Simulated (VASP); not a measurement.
The system is Si.

```
CELL_PARAMETERS angstrom
3.85157 0.00000 0.00000
-1.92579 3.33556 0.00000
0.00000 0.00000 6.36458
ATOMIC_POSITIONS crystal
Si 0.33333 0.66667 0.00042
Si 0.66667 0.33333 0.50042
Si 0.33333 0.66667 0.37458
Si 0.66667 0.33333 0.87458
```

This isn't the form of Si at room conditions, which is diamond.

* Program: VASP 6.6.1
* Task: relaxation of cell and atoms
* Functional: PBEsol
* Potentials or basis: VASP PAW PBE potentials, release 64 (Si)
* Cutoff: 600 eV
* k mesh: 12 × 12 × 4
* Occupations: fermi-dirac, width 0.02 eV
* Spin: no spin polarisation

At the start: pressure -1.7 GPa; volume 20.44 Å³/atom.

How do energy, volume and symmetry change on relaxing?

Over 7 steps the energy falls by 2.1 meV/atom and the volume is 20.05 Å³/atom (-1.9 %); space group P6_3/mmc (No. 194, to 0.1 Å) before and after.

The path:
```csv
step,energy change (eV),largest force (eV/Å),pressure (GPa),volume (Å³)
1,0.0000,0.0017,-1.72,81.77
2,-0.0046,0.0144,1.23,79.20
3,-0.0085,0.0078,0.00,80.22
4,-0.0085,0.0075,-0.03,80.25
5,-0.0085,0.0002,-0.03,80.25
6,-0.0085,0.0023,-0.03,80.25
7,-0.0085,0.0006,0.01,80.21
```

Final structure:
```
CELL_PARAMETERS angstrom
3.82638 0.00000 0.00000
-1.91319 3.31374 0.00000
0.00000 0.00000 6.32597
ATOMIC_POSITIONS crystal
Si 0.33333 0.66667 0.00049
Si 0.66667 0.33333 0.50049
Si 0.33333 0.66667 0.37451
Si 0.66667 0.33333 0.87451
```

Caveat: the PAW data sets were made with another functional, which shifts forces and pressure a little.
